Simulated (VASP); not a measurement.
Wanted: the native input for a VASP 6.6.1 run.

* Task: single point
* Functional: PBE
* Dispersion: D3(BJ)
* Potentials or basis: VASP PAW PBE potentials, release 64 (C, N, H)
* Cutoff: 520 eV
* k mesh: 1 × 1 × 1
* Occupations: fermi-dirac, width 0.02 eV
* Spin: no spin polarisation
* Dipole correction: no
* Further INCAR settings: LREAL = Auto; ALGO = Normal; EDIFF = 1e-07; NBANDS = 72

The structure of H3C2N lies in POSCAR:

```
H3C2N
1.0
    8.0517480000      0.0000000000      0.0000000000
    0.0000000000      8.0517480000      0.0000000000
    0.0000000000      0.0000000000      8.0517480000
C N H
12 6 18
Direct
    0.7324993281      0.2157047141      0.2507033255
    0.6452263533      0.1371627627      0.3836309830
    0.1617164372      0.4109915015      0.4551682442
    0.0419784623      0.5230168654      0.5238614025
    0.1472599490      0.8991091127      0.7656970884
    0.2484056878      1.0136308290      0.8612291393
    0.6510387558      0.7516256097      1.1487940258
    0.5583756471      0.6524918564      1.2672030968
    0.5669203756      0.4324278405      0.7579720577
    0.7026672966      0.3236936874      0.7727141982
    1.1335550988      0.9544759722      0.3050517726
    1.1542338384      0.8158973679      0.2033844080
    0.5487504080      0.0969603122      0.4847643021
   -0.0588443652      0.6111467969      0.5860093982
    0.3268358622      1.1072378321      0.9378957215
    0.4965878217      0.5483405591      1.3484152758
    0.8158973679      0.2323967417      0.7894931635
    1.1807001411      0.6990780139      0.1249542335
    0.6520199092      0.3356662429      0.2066383598
    0.8744064022      0.2422827937      0.2399727364
    0.7228865086      0.1281957657      0.1457447501
    0.2864967955      0.4533798127      0.4611048433
    0.1372372807      0.2875524669      0.5134537246
    0.1429379062      0.3773838923      0.3293818932
    0.0930853772      0.7997145465      0.8496912720
    0.0459527546      0.9643123456      0.7173473387
    0.2114075105      0.8291367291      0.6753688764
    0.6347441574      0.6887200146      1.0240881856
    0.6107866267      0.8812123777      1.1531905867
    0.7822028211      0.7411061548      1.1988825284
    0.5537803717      0.5295371887      0.8629057939
    0.5694788262      0.5188065995      0.6505668086
    0.4561618173      0.3620207687      0.7629275034
    1.0411528031      0.9298105206      0.4051045810
    1.2622849101      0.9665727243      0.3636229052
    1.1194960399      1.0644148327      0.2333406361
```

The input as run:

INCAR

```
  ALGO = Normal
  EDIFF = 1E-7
  ENCUT = 520
  GGA = PE
  ISIF = 2
  ISMEAR = -1
  IVDW = 12
  LASPH = True
  LCHARG = False
  LREAL = Auto
  LWAVE = False
  NBANDS = 72
  NELM = 80
  PREC = Accurate
  SIGMA = 0.02
```

KPOINTS

```
k-points
0
Gamma
  1 1 1
```

Potentials or basis: VASP PAW PBE potentials, release 64 (C, N, H).

Launch:

```bash
$ cat potpaw_PBE.64/C/POTCAR potpaw_PBE.64/N/POTCAR potpaw_PBE.64/H/POTCAR > POTCAR
$ mpirun -np 1 vasp_gam > vasp.out
```

It gave:

```json
{"Pressure": "-0.3 GPa", "Largest force": "3.216 eV/Å", "Band gap on the k mesh": "5.81 eV", "Dispersion energy per atom": "-0.044 eV"}
```

Caveat: the k points lie up to 0.78 Å⁻¹ apart.

It took 110 s on 1 thread of Intel(R) Xeon(R) Platinum 8375C CPU @ 2.90GHz (Ice Lake), with other jobs on the host, peak memory 0.47 GiB.
